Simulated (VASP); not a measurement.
# Sr (Immm) in VASP: single point with PBE

Aim: the single point of Sr with PBE.

All numbers are computed with VASP 6.6.1; they aren't measurements. Logs are shortened: lines on timing, memory, paths and dates and some standing lists are left out, and cuts for length are marked.

### Step 1. The cell of the first run

Symmetry: Immm, No. 71, orthorhombic system. Conventional cell: a = 4.297 Å, b = 4.308 Å, c = 6.085 Å, α = 90.00°, β = 90.00°, γ = 90.00°. Within 5.6 Å of Sr (site symmetry mmm) lie 12 Sr at 4.30 to 4.31 Å.

### Step 2. Single point, PBE (strain +0.0025 x Voigt [0, 0, 0, 0, 1, 0])

INCAR

```
SYSTEM = Sr
PREC     = Accurate       ! precision mode
ENCUT    = 520            ! plane-wave cutoff, eV
EDIFF    = 1E-7           ! SCF threshold, eV
ISMEAR   = 0              ! smearing method
SIGMA    = 0.15           ! smearing width, eV
LREAL    = .FALSE.        ! projectors in reciprocal space
LASPH    = .TRUE.         ! aspherical terms in the spheres
NELM     = 60             ! most SCF steps
ALGO     = Fast           ! electronic algorithm
ISIF     = 2              ! what is computed and relaxed
LWAVE    = .FALSE.        ! write WAVECAR
LCHARG   = .FALSE.        ! write CHGCAR
GGA      = PE             ! functional
NBANDS   = 11             ! bands
```

KPOINTS

```
Automatic mesh
0
G
  14 14 14
  0 0 0
```

POSCAR

```
Sr
1.0
    0.0038029375      3.0423500000      3.0423500000
    3.0461529375      0.0000000000      3.0461529375
    3.0423500000      3.0423500000      0.0038029375
Sr
1
Direct
    0.0000000000      0.0000000000      0.0000000000
```

Potentials or basis: VASP PAW PBE potentials, release 64 (Sr_sv).

Launch:

```console
$ cat potpaw_PBE.64/Sr_sv/POTCAR > POTCAR
$ mpirun -np 1 vasp_std > vasp.out
```

OUTCAR:

```text
SYSTEM = Sr
   PREC = Accurate
   ENCUT = 520
   EDIFF = 1E-7
   ISMEAR = 0
   LREAL = .FALSE.
   LASPH = .TRUE.
   NELM = 60
   ISIF = 2
   GGA = PE

 ion  position               nearest neighbor table
   1  0.000  0.000  0.000-

  LATTYP: Found a body centered orthorhombic cell.
 ALAT       =     4.2971544657
 B/A-ratio  =     1.0025031289
 C/A-ratio  =     1.4159835418

  Lattice vectors:

 A1 = (   0.0038029375,  -3.0423500000,   3.0423500000)
 A2 = (  -0.0038029375,  -3.0423500000,  -3.0423500000)
 A3 = (   3.0423500000,   3.0423500000,   0.0038029375)

Analysis of symmetry for initial positions (statically):
=====================================================================
 Subroutine PRICEL returns:
 Original cell was already a primitive cell.

 Routine SETGRP: Setting up the symmetry group for a
 body centered orthorhombic supercell.

 Subroutine GETGRP returns: Found  8 space group operations
 (whereof  8 operations were pure point group operations)
 out of a pool of  8 trial point group operations.

The static configuration has the point symmetry D_2h.

Analysis of symmetry for dynamics (positions and initial velocities):
=====================================================================
 Subroutine PRICEL returns:
 Original cell was already a primitive cell.

 Routine SETGRP: Setting up the symmetry group for a
 body centered orthorhombic supercell.

 Subroutine GETGRP returns: Found  8 space group operations
 (whereof  8 operations were pure point group operations)
 out of a pool of  8 trial point group operations.

The dynamic configuration has the point symmetry D_2h.

 Subroutine INISYM returns: Found  8 space group operations
 (whereof  8 operations are pure point group operations),
 and found     1 'primitive' translations

----------------------------------------------------------------------------------------

                                     Primitive cell

  volume of cell :      56.3192

  direct lattice vectors                    reciprocal lattice vectors
     0.003802937  3.042350000  3.042350000    -0.164552330  0.164346640  0.164552330
     3.046152938  0.000000000  3.046152938     0.164141463 -0.164346640  0.164141463
     3.042350000  3.042350000  0.003802937     0.164552330  0.164346640 -0.164552330

  length of vectors
     4.302534312  4.307910797  4.302534312     0.284894291  0.284419862  0.284894291

  position of ions in fractional coordinates (direct lattice)
     0.000000000  0.000000000  0.000000000

  ion indices of the primitive-cell ions
   primitive index   ion index
                 1           1

----------------------------------------------------------------------------------------

 KPOINTS: Automatic mesh

Automatic generation of k-mesh.
 Grid dimensions read from file:
 generate k-points for:   14   14   14

 Generating k-lattice:

  Cartesian coordinates                     Fractional coordinates (reciprocal lattice)
    -0.011753738  0.011739046  0.011753738     0.071428571  0.000000000  0.000000000
     0.011724390 -0.011739046  0.011724390     0.000000000  0.071428571  0.000000000
     0.011753738  0.011739046 -0.011753738     0.000000000  0.000000000  0.071428571

  Length of vectors
     0.020349592  0.020315704  0.020349592

  Shift w.r.t. Gamma in fractional coordinates (k-lattice)
     0.000000000  0.000000000  0.000000000

 Subroutine IBZKPT returns following result:
 ===========================================

 Found    428 irreducible k-points:

 Following reciprocal coordinates:
            Coordinates               Weight
  0.000000  0.000000  0.000000      1.000000
  0.071429  0.000000 -0.000000      4.000000
  0.142857  0.000000  0.000000      4.000000
  0.214286  0.000000 -0.000000      4.000000
  0.285714  0.000000 -0.000000      4.000000
  0.357143  0.000000 -0.000000      4.000000
[... 16 lines left out ...]
  0.000000  0.142857  0.000000      4.000000
  0.071429  0.142857  0.000000      8.000000
 [... further k-points ...]
   k-points           NKPTS =    428   k-points in BZ     NKDIM =    428   number of bands    NBANDS=     11
   number of dos      NEDOS =    301   number of ions     NIONS =      1
   total plane-waves  NPLWV =  32768
   dimension x,y,z NGX =    32 NGY =   32 NGZ =   32
   dimension x,y,z NGXF=    64 NGYF=   64 NGZF=   64
   ions per type =               1
   NGX,Y,Z   is equivalent  to a cutoff of  12.36, 12.35, 12.36 a.u.
   NGXF,Y,Z  is equivalent  to a cutoff of  24.73, 24.70, 24.73 a.u.
 SYSTEM =  Sr
   PREC   = accura    normal or accurate (medium, high low for compatibility)
   ISTART =      0    job   : 0-new  1-cont  2-samecut
   ICHARG =      2    charge: 1-file 2-atom 10-const
   ISPIN  =      1    spin polarized calculation?
   LNONCOLLINEAR =      F non collinear calculations
   LSORBIT =      F    spin-orbit coupling
   LASPH  =      T    aspherical Exc in radial PAW
   ENCUT  =  520.0 eV  38.22 Ry    6.18 a.u.   8.00  8.01  8.00*2*pi/ulx,y,z
   NELM   =     60;   NELMIN=  2; NELMDL= -5     # of ELM steps
   EDIFF  = 0.1E-06   stopping-criterion for ELM
   LREAL  =      F    real-space projection
   EDIFFG = 0.1E-05   stopping-criterion for IOM
   NSW    =      0    number of steps for IOM
   IBRION =     -1    ionic relax: 0-MD 1-quasi-New 2-CG
   NFREE  =      0    steps in history (QN), initial steepest desc. (CG)
   ISIF   =      2    stress and relaxation
   ISYM   =      2    0-nonsym 1-usesym 2-fastsym
   POTIM  = 0.5000    time-step for ionic-motion
   TEBEG  =    0.0;   TEEND  =   0.0 temperature during run
   PSTRESS=    0.0 pullay stress
   NELECT =      10.0000    total number of electrons
   NUPDOWN=      -1.0000    fix difference up-down
   EMIN   =  10.00;   EMAX   =-10.00  energy-range for DOS
   EFERMI =   0.00;   METHOD = LEGACY
   ISMEAR =     0;   SIGMA  =   0.15  broadening in eV -4-tet -1-fermi 0-gaus
   EFERMI_NEDOS =   21; number of points for ismear=-14 and -15
   IALGO  =     68    algorithm
   IMIX   =      4    mixing-type and parameters
     AMIX     =   0.40;   BMIX     =  1.00
     AMIX_MAG =   1.60;   BMIX_MAG =  1.00
  volume/ion in A,a.u.               =      56.32       380.06
  Fermi-wavevector in a.u.,A,eV,Ry     =   0.920144  1.738820 11.519581  0.846665
  Thomas-Fermi vector in A             =   2.045417
   LORBIT       =      0    0 simple, 1 ext, 2 COOP (PROOUT), +10 PAW based schemes
   GGA     = PE    functional components
   LHFCALC =     F    Hartree Fock is set to
   AEXX    =    0.0000 exact exchange contribution
   IVDW    =     0    specifies the selected vdW correction
   LEPSILON=     F    determine dielectric tensor
   LRPA    =     F    only Hartree local field effects (RPA)
 non-spin polarized calculation
 RMM-DIIS sequential band-by-band and
 Gauss-broadening in eV      SIGMA  =   0.15
  energy-cutoff  :      520.00
  volume of cell :       56.32
 maximum number of plane-waves:      1538
   NGX = 15   NGY = 17   NGZ = 15

 number of electron      10.0000000 magnetization

 Free energy of the ion-electron system (eV)
  ---------------------------------------------------
  ext. energy  EPLUGINS =         0.00000000
  ---------------------------------------------------
  free energy    TOTEN  =        -1.64423111 eV

  energy without entropy =       -1.62923106  energy(sigma->0) =       -1.63673109

 E-fermi :   1.4991     XC(G=0):  -7.2790

 val. band max:        1.4956580772   @ k =   0.3571  -0.2857   0.3571
 cond. band min:       1.4997765496   @ k =  -0.3571   0.3571   0.0000
 fundamental gap:      0.0041184724
 Fermi energy:         1.4991029056

 k-point     1 :       0.0000    0.0000    0.0000
  band No.  band energies     occupation
      1     -35.1658      2.00000
      2     -17.0572      2.00000
      3     -17.0572      2.00000
      4     -17.0572      2.00000
      5      -2.1058      2.00000
      6       3.8095      0.00000
      7       3.8193      0.00000
      8       3.8293      0.00000
      9       5.2476      0.00000
     10       5.2476      0.00000
     11       8.5340      0.00000

 k-point     2 :       0.0714    0.0000   -0.0000
  band No.  band energies     occupation
      1     -35.1652      2.00000
      2     -17.0663      2.00000
      3     -17.0585      2.00000
      4     -17.0584      2.00000
      5      -2.0252      2.00000
      6       3.6976      0.00000
      7       3.8484      0.00000
      8       3.8620      0.00000
      9       5.1946      0.00000
     10       5.1950      0.00000
     11       8.7458      0.00000

 k-point     3 :       0.1429    0.0000    0.0000
  band No.  band energies     occupation
      1     -35.1635      2.00000
      2     -17.0918      2.00000
      3     -17.0619      2.00000
      4     -17.0619      2.00000
      5      -1.7887      2.00000
      6       3.3760      0.00000
      7       3.9366      0.00000
      8       3.9514      0.00000
      9       5.0958      0.00000
     10       5.0969      0.00000
     11       9.1009      0.00000

 k-point     4 :       0.2143    0.0000   -0.0000
  band No.  band energies     occupation
      1     -35.1610      2.00000
      2     -17.1282      2.00000
      3     -17.0670      2.00000
      4     -17.0669      2.00000
      5      -1.4130      2.00000
      6       2.9698      0.00000
      7       3.9812      0.00000
      8       3.9969      0.00000
      9       5.1054      0.00000
     10       5.1079      0.00000
     11       8.4988      0.00000
[... 239 lines left out ...]
 k-point    22 :      -0.0714    0.0714    0.0000
  band No.  band energies     occupation
      1     -35.1642      2.00000
      2     -17.0789      2.00000
      3     -17.0638      2.00000
      4     -17.0590      2.00000
      5      -1.8930      2.00000
      6       3.5130      0.00000
      7       3.8904      0.00000
      8       3.9318      0.00000
      9       5.0124      0.00000
     10       5.2359      0.00000
     11       9.0656      0.00000

 k-point    23 :       0.0000    0.1429    0.0000
  band No.  band energies     occupation
      1     -35.1635      2.00000
      2     -17.0916      2.00000
      3     -17.0619      2.00000
      4     -17.0618      2.00000
      5      -1.7899      2.00000
      6       3.3659      0.00000
      7       3.9404      0.00000
      8       3.9553      0.00000
      9       5.1001      0.00000
     10       5.1012      0.00000
     11       9.1030      0.00000

 k-point    24 :       0.0714    0.1429    0.0000
  band No.  band energies     occupation
      1     -35.1636      2.00000
      2     -17.0848      2.00000
      3     -17.0646      2.00000
      4     -17.0628      2.00000
      5      -1.8149      2.00000
      6       3.4121      0.00000
      7       3.9428      0.00000
      8       3.9538      0.00000
      9       4.8650      0.00000
     10       5.2997      0.00000
     11       9.2336      0.00000

 [... further k-points ...]

------------------------ aborting loop because EDIFF is reached ----------------------------------------

  FORCE on cell =-STRESS in cart. coord.  units (eV):
  Direction    XX          YY          ZZ          XY          YZ          ZX
  --------------------------------------------------------------------------------------
  -------------------------------------------------------------------------------------
  Total       -0.0992653     -0.0993237     -0.0992653      0.0000000      0.0000000     -0.0089223
  in kB       -2.8239121     -2.8255732     -2.8239121      0.0000000      0.0000000     -0.2538219
  external PRESSURE =      -2.8244658 kB  Pullay stress =       0.0000000 kB

 VOLUME and BASIS-vectors are now :
 -----------------------------------------------------------------------------
  energy-cutoff  :      520.00
  volume of cell :       56.32
      direct lattice vectors                 reciprocal lattice vectors
     0.003802937  3.042350000  3.042350000    -0.164552330  0.164346640  0.164552330
     3.046152938  0.000000000  3.046152938     0.164141463 -0.164346640  0.164141463
     3.042350000  3.042350000  0.003802937     0.164552330  0.164346640 -0.164552330

 POSITION                                       TOTAL-FORCE (eV/Angst)
 -----------------------------------------------------------------------------------
      0.00000      0.00000      0.00000         0.000000      0.000000     -0.000000
 -----------------------------------------------------------------------------------
    total drift:                                0.000000      0.000000     -0.000000

  FREE ENERGIE OF THE ION-ELECTRON SYSTEM (eV)
  ---------------------------------------------------
  free  energy   TOTEN  =        -1.6442311144 eV

  energy  without entropy=       -1.6292310621  energy(sigma->0) =       -1.63673109
```

Run time: 2.7 min. Hardware: 1 thread of Intel Xeon Platinum 8259CL at 2.50GHz (Skylake/Cascade Lake), shared host; peak memory 0.38 GiB.

What came out:

| Quantity | Value |
| --- | --- |
| Free energy | -1.6442 eV |
| Pressure | -0.3 GPa |
| Band gap on the k mesh | zero (bands 5 and 6 overlap by 0.06 eV) |

Levels at points of the mesh, in eV from the Fermi level:
| k point | band 1 | band 2 | band 3 | band 4 | band 5 | band 6 | band 7 | band 8 | band 9 | band 10 |
| --- | --- | --- | --- | --- | --- | --- | --- | --- | --- | --- |
| (0.00, 0.00, 0.00) | -36.66 | -18.56 | -18.56 | -18.56 | -3.60 | 2.31 | 2.32 | 2.33 | 3.75 | 3.75 |
| (0.50, 0.00, 0.00) | -36.65 | -18.74 | -18.58 | -18.58 | -1.10 | 0.05 | 2.16 | 2.17 | 4.76 | 4.77 |
| (0.00, 0.50, 0.00) | -36.65 | -18.73 | -18.58 | -18.58 | -1.11 | 0.04 | 2.16 | 2.18 | 4.75 | 4.76 |
| (0.50, 0.50, 0.00) | -36.65 | -18.73 | -18.62 | -18.62 | -0.61 | 0.37 | 1.01 | 4.77 | 5.06 | 5.19 |
| (0.50, 0.00, 0.50) | -36.65 | -18.73 | -18.62 | -18.62 | -0.61 | 0.37 | 1.01 | 4.77 | 5.05 | 5.09 |

Caveat: the cell differs from its parent crystal (strain +0.0025 x Voigt [0, 0, 0, 0, 1, 0]).
